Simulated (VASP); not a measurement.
# Ga4Si (P-3m1) in VASP: single point with PBE

Aim: the single point of Ga4Si with PBE.

Program: VASP 6.6.1. These are calculated values, not measurements. Logs are shortened: lines on timing, memory, paths and dates and some standing lists are left out, and cuts for length are marked.

### Step 1. The cell of the first run

Symmetry: P-3m1, No. 164, trigonal system. The conventional cell has a = 3.063 Å, b = 3.063 Å, c = 9.850 Å, α = 90.00°, β = 90.00°, γ = 120.00°. Within 2.9 Å of Ga (site symmetry 3m) lie 3 Si at 2.21 Å. Ga (site symmetry 3m) has 12 Ga at 2.97 to 3.06 Å within 3.9 Å. Si (site symmetry -3m) has 6 Ga at 2.21 Å within 2.9 Å.

### Step 2. Single point, PBE

Contents of INCAR:

```
PREC     = Accurate       # precision mode
ENCUT    = 520            # plane-wave cutoff, eV
EDIFF    = 1E-7           # SCF threshold, eV
ISMEAR   = 0              # smearing method
SIGMA    = 0.1            # smearing width, eV
LREAL    = False          # projectors in reciprocal space
LASPH    = True           # aspherical terms in the spheres
NELM     = 100            # most SCF steps
ALGO     = Normal         # electronic algorithm
ISIF     = 2              # what is computed and relaxed
LWAVE    = False          # write WAVECAR
LCHARG   = True           # write CHGCAR
GGA      = PE             # functional
LELF     = True           # ELF
LVHAR    = True         
NBANDS   = 36             # bands
```

Contents of KPOINTS:

```
Automatic mesh
0
Gamma
  6 6 2
```

Contents of POSCAR:

```
Ga4Si
1.0
    3.0632948300      0.0000000000      0.0000000000
   -1.5316474100      2.6528911400      0.0000000000
    0.0000000000      0.0000000000      9.8499674800
Ga Si
4 1
Direct
    0.3333333300      0.6666666700      0.8658552800
    0.3333333300      0.6666666700      0.3767953500
    0.6666666700      0.3333333300      0.1341447200
    0.6666666700      0.3333333300      0.6232046500
    0.0000000000      0.0000000000      0.0000000000
```

Potentials or basis: VASP PAW PBE potentials, release 64 (Ga_d, Si).

The run is started by

```sh
$ cat potpaw_PBE.64/Ga_d/POTCAR potpaw_PBE.64/Si/POTCAR > POTCAR
$ mpirun -np 1 vasp_std > vasp.out
```

OUTCAR:

```text
PREC = Accurate
   ENCUT = 520
   EDIFF = 1E-7
   ISMEAR = 0
   LREAL = False
   LASPH = True
   NELM = 100
   ISIF = 2
   GGA = PE

 ion  position               nearest neighbor table
   1  0.333  0.667  0.866-   5 2.21   5 2.21   5 2.21
   2  0.333  0.667  0.377-
   3  0.667  0.333  0.134-   5 2.21   5 2.21   5 2.21
   4  0.667  0.333  0.623-
   5  0.000  0.000  0.000-   1 2.21   3 2.21   1 2.21   3 2.21   3 2.21   1 2.21

  LATTYP: Found a hexagonal cell.
 ALAT       =     3.0632948300
 C/A-ratio  =     3.2154813776

  Lattice vectors:

 A1 = (   3.0632948300,   0.0000000000,   0.0000000000)
 A2 = (  -1.5316474100,   2.6528911400,   0.0000000000)
 A3 = (   0.0000000000,   0.0000000000,   9.8499674800)

Analysis of symmetry for initial positions (statically):
=====================================================================
 Subroutine PRICEL returns:
 Original cell was already a primitive cell.

 Routine SETGRP: Setting up the symmetry group for a
 hexagonal supercell.

 Subroutine GETGRP returns: Found 12 space group operations
 (whereof 12 operations were pure point group operations)
 out of a pool of 24 trial point group operations.

The static configuration has the point symmetry D_3d.

Analysis of symmetry for dynamics (positions and initial velocities):
=====================================================================
 Subroutine PRICEL returns:
 Original cell was already a primitive cell.

 Routine SETGRP: Setting up the symmetry group for a
 hexagonal supercell.

 Subroutine GETGRP returns: Found 12 space group operations
 (whereof 12 operations were pure point group operations)
 out of a pool of 24 trial point group operations.

The dynamic configuration has the point symmetry D_3d.

 Subroutine INISYM returns: Found 12 space group operations
 (whereof 12 operations are pure point group operations),
 and found     1 'primitive' translations

----------------------------------------------------------------------------------------

                                     Primitive cell

  volume of cell :      80.0466

  direct lattice vectors                    reciprocal lattice vectors
     3.063294830  0.000000000  0.000000000     0.326445888  0.188473621  0.000000000
    -1.531647410  2.652891140  0.000000000     0.000000000  0.376947243  0.000000000
     0.000000000  0.000000000  9.849967480     0.000000000  0.000000000  0.101523178

  length of vectors
     3.063294830  3.063294826  9.849967480     0.376947242  0.376947243  0.101523178

  position of ions in fractional coordinates (direct lattice)
     0.333333330  0.666666670  0.865855280
     0.333333330  0.666666670  0.376795350
     0.666666670  0.333333330  0.134144720
     0.666666670  0.333333330  0.623204650
     0.000000000  0.000000000  0.000000000

  ion indices of the primitive-cell ions
   primitive index   ion index
                 1           1
                 2           2
                 3           3
                 4           4
                 5           5

----------------------------------------------------------------------------------------

 KPOINTS: Automatic mesh

Automatic generation of k-mesh.
 Grid dimensions read from file:
 generate k-points for:    6    6    2

 Generating k-lattice:

  Cartesian coordinates                     Fractional coordinates (reciprocal lattice)
     0.054407648  0.031412270  0.000000000     0.166666667 -0.000000000  0.000000000
     0.000000000  0.062824540  0.000000000     0.000000000  0.166666667  0.000000000
     0.000000000  0.000000000  0.050761589     0.000000000  0.000000000  0.500000000

  Length of vectors
     0.062824540  0.062824540  0.050761589

  Shift w.r.t. Gamma in fractional coordinates (k-lattice)
     0.000000000  0.000000000  0.000000000

 Subroutine IBZKPT returns following result:
 ===========================================

 Found     14 irreducible k-points:

 Following reciprocal coordinates:
            Coordinates               Weight
  0.000000  0.000000  0.000000      1.000000
  0.166667  0.000000  0.000000      6.000000
  0.333333 -0.000000  0.000000      6.000000
  0.500000  0.000000  0.000000      3.000000
  0.166667  0.166667  0.000000      6.000000
  0.333333  0.166667  0.000000     12.000000
  0.333333  0.333333  0.000000      2.000000
  0.000000  0.000000  0.500000      1.000000
  0.166667  0.000000  0.500000      6.000000
  0.333333 -0.000000  0.500000      6.000000
  0.500000  0.000000  0.500000      3.000000
  0.166667  0.166667  0.500000      6.000000
  0.333333  0.166667  0.500000     12.000000
  0.333333  0.333333  0.500000      2.000000
   k-points           NKPTS =     14   k-points in BZ     NKDIM =     14   number of bands    NBANDS=     36
   number of dos      NEDOS =    301   number of ions     NIONS =      5
   total plane-waves  NPLWV =  46080
   dimension x,y,z NGX =    24 NGY =   24 NGZ =   80
   dimension x,y,z NGXF=    48 NGYF=   48 NGZF=  160
   ions per type =               4   1
   NGX,Y,Z   is equivalent  to a cutoff of  13.02, 13.02, 13.50 a.u.
   NGXF,Y,Z  is equivalent  to a cutoff of  26.05, 26.05, 27.00 a.u.
 SYSTEM =  unknown system
   PREC   = accura    normal or accurate (medium, high low for compatibility)
   ISTART =      0    job   : 0-new  1-cont  2-samecut
   ICHARG =      2    charge: 1-file 2-atom 10-const
   ISPIN  =      1    spin polarized calculation?
   LNONCOLLINEAR =      F non collinear calculations
   LSORBIT =      F    spin-orbit coupling
   LASPH  =      T    aspherical Exc in radial PAW
   ENCUT  =  520.0 eV  38.22 Ry    6.18 a.u.   5.70  5.70 18.31*2*pi/ulx,y,z
   NELM   =    100;   NELMIN=  2; NELMDL= -5     # of ELM steps
   EDIFF  = 0.1E-06   stopping-criterion for ELM
   LREAL  =      F    real-space projection
   EDIFFG = 0.1E-05   stopping-criterion for IOM
   NSW    =      0    number of steps for IOM
   IBRION =     -1    ionic relax: 0-MD 1-quasi-New 2-CG
   NFREE  =      0    steps in history (QN), initial steepest desc. (CG)
   ISIF   =      2    stress and relaxation
   ISYM   =      2    0-nonsym 1-usesym 2-fastsym
   POTIM  = 0.5000    time-step for ionic-motion
   TEBEG  =    0.0;   TEEND  =   0.0 temperature during run
   PSTRESS=    0.0 pullay stress
   NELECT =      56.0000    total number of electrons
   NUPDOWN=      -1.0000    fix difference up-down
   EMIN   =  10.00;   EMAX   =-10.00  energy-range for DOS
   EFERMI =   0.00;   METHOD = LEGACY
   ISMEAR =     0;   SIGMA  =   0.10  broadening in eV -4-tet -1-fermi 0-gaus
   EFERMI_NEDOS =   21; number of points for ismear=-14 and -15
   IALGO  =     38    algorithm
   IMIX   =      4    mixing-type and parameters
     AMIX     =   0.40;   BMIX     =  1.00
     AMIX_MAG =   1.60;   BMIX_MAG =  1.00
  volume/ion in A,a.u.               =      16.01       108.04
  Fermi-wavevector in a.u.,A,eV,Ry     =   1.453304  2.746347 28.736767  2.112093
  Thomas-Fermi vector in A             =   2.570586
   LORBIT       =      0    0 simple, 1 ext, 2 COOP (PROOUT), +10 PAW based schemes
   GGA     = PE    functional components
   LHFCALC =     F    Hartree Fock is set to
   AEXX    =    0.0000 exact exchange contribution
   IVDW    =     0    specifies the selected vdW correction
   LEPSILON=     F    determine dielectric tensor
   LRPA    =     F    only Hartree local field effects (RPA)
 non-spin polarized calculation
 Gauss-broadening in eV      SIGMA  =   0.10
  energy-cutoff  :      520.00
  volume of cell :       80.05
 maximum number of plane-waves:      2166
 NGX is ok and might be reduce to    24
   NGX = 11   NGY = 11   NGZ = 37

 number of electron      55.9999982 magnetization

 Free energy of the ion-electron system (eV)
  ---------------------------------------------------
  ext. energy  EPLUGINS =         0.00000000
  ---------------------------------------------------
  free energy    TOTEN  =       -13.25319723 eV

  energy without entropy =      -13.23874556  energy(sigma->0) =      -13.24597140

 E-fermi :   7.1342     XC(G=0): -11.4946

 val. band max:        7.1297514660   @ k =   0.3333  -0.0000   0.0000
 cond. band min:       7.3566445696   @ k =   0.3333  -0.0000   0.0000
 fundamental gap:      0.2268931036
 Fermi energy:         7.1341617911

 k-point     1 :       0.0000    0.0000    0.0000
  band No.  band energies     occupation
      1      -8.1728      2.00000
      2      -8.1728      2.00000
      3      -8.1644      2.00000
      4      -8.1355      2.00000
      5      -8.1228      2.00000
      6      -8.1228      2.00000
[... 28 lines left out ...]
     35      17.2132      0.00000
     36      17.2157      0.00000

 k-point     2 :       0.1667    0.0000    0.0000
  band No.  band energies     occupation
      1      -8.2963      2.00000
      2      -8.1725      2.00000
      3      -8.1449      2.00000
      4      -8.1448      2.00000
      5      -8.1177      2.00000
      6      -8.0909      2.00000
[... 28 lines left out ...]
     35      15.1599      0.00000
     36      16.3388      0.00000

 k-point     3 :       0.3333   -0.0000    0.0000
  band No.  band energies     occupation
      1      -8.4361      2.00000
      2      -8.2282      2.00000
      3      -8.1923      2.00000
      4      -8.1580      2.00000
      5      -8.1435      2.00000
      6      -8.0463      2.00000
[... 28 lines left out ...]
     35      12.4742      0.00000
     36      13.1979      0.00000
[... 352 lines left out ...]
 k-point    13 :       0.3333    0.1667    0.5000
  band No.  band energies     occupation
      1      -8.4578      2.00000
      2      -8.2266      2.00000
      3      -8.1962      2.00000
      4      -8.1626      2.00000
      5      -8.1332      2.00000
      6      -8.0559      2.00000
[... 28 lines left out ...]
     35      12.8191      0.00000
     36      12.9497      0.00000

 k-point    14 :       0.3333    0.3333    0.5000
  band No.  band energies     occupation
      1      -8.4491      2.00000
      2      -8.2116      2.00000
      3      -8.2116      2.00000
      4      -8.1504      2.00000
      5      -8.0516      2.00000
      6      -8.0516      2.00000
[... 28 lines left out ...]
     35      12.2963      0.00000
     36      12.2963      0.00000

------------------------ aborting loop because EDIFF is reached ----------------------------------------

  FORCE on cell =-STRESS in cart. coord.  units (eV):
  Direction    XX          YY          ZZ          XY          YZ          ZX
  --------------------------------------------------------------------------------------
  -------------------------------------------------------------------------------------
  Total       14.5656860     14.5656859     15.1389637      0.0000000      0.0000000      0.0000000
  in kB      291.5402359    291.5402355    303.0147055      0.0000005      0.0000000      0.0000000
  external PRESSURE =     295.3650590 kB  Pullay stress =       0.0000000 kB

 VOLUME and BASIS-vectors are now :
 -----------------------------------------------------------------------------
  energy-cutoff  :      520.00
  volume of cell :       80.05
      direct lattice vectors                 reciprocal lattice vectors
     3.063294830  0.000000000  0.000000000     0.326445888  0.188473621  0.000000000
    -1.531647410  2.652891140  0.000000000     0.000000000  0.376947243  0.000000000
     0.000000000  0.000000000  9.849967480     0.000000000  0.000000000  0.101523178

 POSITION                                       TOTAL-FORCE (eV/Angst)
 -----------------------------------------------------------------------------------
     -0.00000      1.76859      8.52865        -0.000000     -0.000000     -5.626816
     -0.00000      1.76859      3.71142        -0.000000      0.000000      0.048727
      1.53165      0.88430      1.32132         0.000000      0.000000      5.626816
      1.53165      0.88430      6.13855         0.000000      0.000000     -0.048727
      0.00000      0.00000      0.00000        -0.000000      0.000000      0.000000
 -----------------------------------------------------------------------------------
    total drift:                                0.000000      0.000000     -0.000000

  FREE ENERGIE OF THE ION-ELECTRON SYSTEM (eV)
  ---------------------------------------------------
  free  energy   TOTEN  =       -13.2531972326 eV

  energy  without entropy=      -13.2387455577  energy(sigma->0) =      -13.24597140
```

It took 22 s on 1 thread of Intel Xeon 6975P-C (Granite Rapids), shared host; peak memory 0.21 GiB.

What came out:

```
Free energy            : -13.2532 eV
Pressure               : 29.5 GPa
Largest force          : 5.627 eV/Å
Band gap on the k mesh : zero (band 28 reaches 10.83 eV, above the bottom of band 29 at 5.87 eV)
```

Forces in eV/Å, atoms in the order of the input:
```
Ga   0.000  0.000 -5.627
Ga   0.000  0.000  0.049
Ga   0.000  0.000  5.627
Ga   0.000  0.000 -0.049
Si   0.000  0.000  0.000
```

Stress tensor (GPa, compression positive):
```
29.15  0.00  0.00
 0.00 29.15  0.00
 0.00  0.00 30.30
```

Caveat: the k points lie up to 0.39 Å⁻¹ apart; forces of over 1 eV/Å act on the atoms, so gaps and moduli don't describe the material at rest.
